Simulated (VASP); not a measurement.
Runs of VASP 6.6.1 on SnSe2. The structure is that of space group P-3m1 (No. 164), or close to it. The cells are those of the table. 

```csv
cell,gap on the mesh (eV),pressure (GPa),largest force (eV/Å)
"a = 3.738, b = 3.738, c = 7.018 Å, angles 90.0, 90.0, 120.0°, 3 atoms",none,-4.9,1.58
"a = 3.614, b = 3.614, c = 6.785 Å, angles 90.0, 90.0, 120.0°, 3 atoms",none,0.3,1.05
"a = 3.850, b = 3.850, c = 5.023 Å, angles 90.0, 90.0, 120.0°, 3 atoms",none,17.0,2.29
"a = 3.774, b = 3.774, c = 5.559 Å, angles 90.0, 90.0, 120.0°, 3 atoms",(b),10.0,1.35
"a = 3.549, b = 3.549, c = 6.662 Å, angles 90.0, 90.0, 120.0°, 3 atoms",none,4.4,0.62
"a = 3.987, b = 3.987, c = 5.872 Å, angles 90.0, 90.0, 120.0°, 3 atoms",-,-3.0,0.04
"a = 3.763, b = 3.763, c = 6.258 Å, angles 90.0, 90.0, 120.0°, 3 atoms",0.33,(a),0.35
"a = 3.851, b = 3.851, c = 5.339 Å, angles 90.0, 90.0, 120.0°, 3 atoms",none,9.8,1.55
```

Alike in all rows: task single point; level PBE+D3(BJ); potentials or basis VASP PAW PBE potentials, release 64 (Sn_d, Se); no spin polarisation; k mesh 12 × 12 × 6; cutoff (eV) 500; smearing gaussian 0.03 eV.

Fill in the values left out.

(a) 0.0; (b) 0.18.

Caveats: spin-orbit coupling is left out, which moves the levels of the heavy elements; semilocal functionals underestimate gaps, so a narrow gap can read as zero (at least some runs); forces of over 1 eV/Å act on the atoms, so gaps and moduli don't describe the material at rest (at least some runs); the cell stands under pressure (at least some runs); the cell stands under tension (at least some runs).

A k mesh can miss the band edges, and the runs leave out spin-orbit coupling on Se, Sn.

A gap of «none» marks levels without a gap at the run's occupations.
